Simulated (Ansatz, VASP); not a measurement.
**Two plane-wave programs on H**

POSCAR

```
H
1.0
    1.7087362435     -2.8314494842      0.0000000000
    1.7087362435      2.8314494842      0.0000000000
    0.0000000000      0.0000000000      6.5443474500
H
4
Direct
    0.5678085000      0.4321915000      0.9995149500
    0.4321915000      0.5678085000      0.0004850500
    0.4321915000      0.5678085000      0.4995149500
    0.5678085000      0.4321915000      0.5004850500
```

INCAR.step1

```
SYSTEM = H
PREC = Accurate
ENCUT = 520
ISMEAR = 0
SIGMA = 0.02
LREAL = .FALSE.
LASPH = .TRUE.
NELM = 80
NBANDS = 10
GGA = PE
ALGO = Normal
EDIFF = 1E-4
LWAVE = .TRUE.
LCHARG = .FALSE.
```

File INCAR.step2:

```
SYSTEM = H
PREC = Accurate
ENCUT = 520
EDIFF = 1E-6
ISMEAR = 0
SIGMA = 0.02
LREAL = .FALSE.
LASPH = .TRUE.
NELM = 80
ALGO = Normal
ISIF = 2
LWAVE = .FALSE.
LCHARG = .TRUE.
METAGGA = R2SCAN
LMIXTAU = .TRUE.
LELF = .TRUE.
LVHAR = .TRUE.
NBANDS = 10
ISTART = 1
```

File KPOINTS:

```
Automatic mesh
0
G
  8 8 4
  0 0 0
```

Input for Ansatz:

```yaml
crystal:
  lattice:
    - [1.7087362435, -2.8314494842, 0.0]
    - [1.7087362435, 2.8314494842, 0.0]
    - [0.0, 0.0, 6.54434745]
  atoms:
    - { symbol: H, position: [0.5678085, 0.4321915, 0.99951495] }
    - { symbol: H, position: [0.4321915, 0.5678085, 0.00048505] }
    - { symbol: H, position: [0.4321915, 0.5678085, 0.49951495] }
    - { symbol: H, position: [0.5678085, 0.4321915, 0.50048505] }
basis:
  ecutwfc: 500
kpoints:
  mp_grid: { grid: [8, 8, 4] }
hamiltonian:
  xc: r2scan
scf:
  occupations: { method: gaussian, width: 0.02 }
output:
  forces: true
  stress: true
  eigenvalues: true
```

Alike in both runs: task single point; functional r2SCAN; k mesh 8 × 8 × 4; occupations gaussian, width 0.02 eV; no spin polarisation.

|  | VASP | Ansatz |
| --- | --- | --- |
| version | VASP 6.6.1 | Ansatz 0.2.0 |
| potentials or method | VASP PAW PBE potentials, release 64 (H), cutoff 520 eV | scalar-relativistic, plane waves, PAW |
| valence electrons in the cell | 4 | 4 |

Ansatz gave:

- gap on the k mesh at the Fermi level (eV): 8.98
- least direct gap on the mesh (eV): 8.98
- pressure (GPa): -1.0
- traceless stress, the component that is largest in VASP (GPa): -2.35
- rms of the force components (eV/Å): 0.519

Problem. Which values does VASP return?

Solution. gap on the k mesh at the Fermi level (eV): 8.99; least direct gap on the mesh (eV): 8.99; pressure (GPa): -1.2; traceless stress, the component that is largest in VASP (GPa): -2.34; rms of the force components (eV/Å): 0.513.

VASP's potentials were made for PBE, not for r2SCAN. Atom by atom the forces differ by 0.006 eV/Å (rms over components). With one functional, cell and mesh, what is left measures potentials, basis and numerics.
